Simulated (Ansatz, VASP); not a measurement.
**SnSe2 in VASP and in Ansatz**

```
Sn Se
1.0
     5.99816    0.00000    0.00000
     0.00000    6.00045    0.00000
     0.00000    0.00000    4.02423
Sn Se
2 4
Direct
  0.50000 0.50000 0.50000
  0.00000 0.00000 0.00000
  0.30650 0.30666 0.00000
  0.80650 0.19334 0.50000
  0.19350 0.80666 0.50000
  0.69350 0.69334 0.00000
```

Alike in both runs: task single point; functional PBE; k mesh 4 × 4 × 4; occupations gaussian, width 0.1 eV; no spin polarisation.

```csv
,VASP,Ansatz
version,VASP 6.6.1,Ansatz 0.2.0
potentials or method,"VASP PAW PBE potentials, release 64 (Sn_d, Se), cutoff 500 eV","scalar-relativistic, plane waves, PAW"
valence electrons in the cell,52,92
```

Ansatz gave:

| Item | Value |
| --- | --- |
| gap on the k mesh at the Fermi level (eV) | 0.36 |
| least direct gap on the mesh (eV) | 0.39 |
| pressure (GPa) | 12.4 |
| traceless stress, the component that is largest in VASP (GPa) | -0.11 |
| rms of the force components (eV/Å) | 0.175 |

Estimate VASP's values.

gap on the k mesh at the Fermi level (eV): 0.36; least direct gap on the mesh (eV): 0.39; pressure (GPa): 12.5; traceless stress, the component that is largest in VASP (GPa): -0.08; rms of the force components (eV/Å): 0.177.

Atom by atom the forces differ by 0.003 eV/Å (rms over components). VASP's potentials hold 52 valence electrons a cell and Ansatz's 92, so a difference there can come from the potentials and not from the codes.
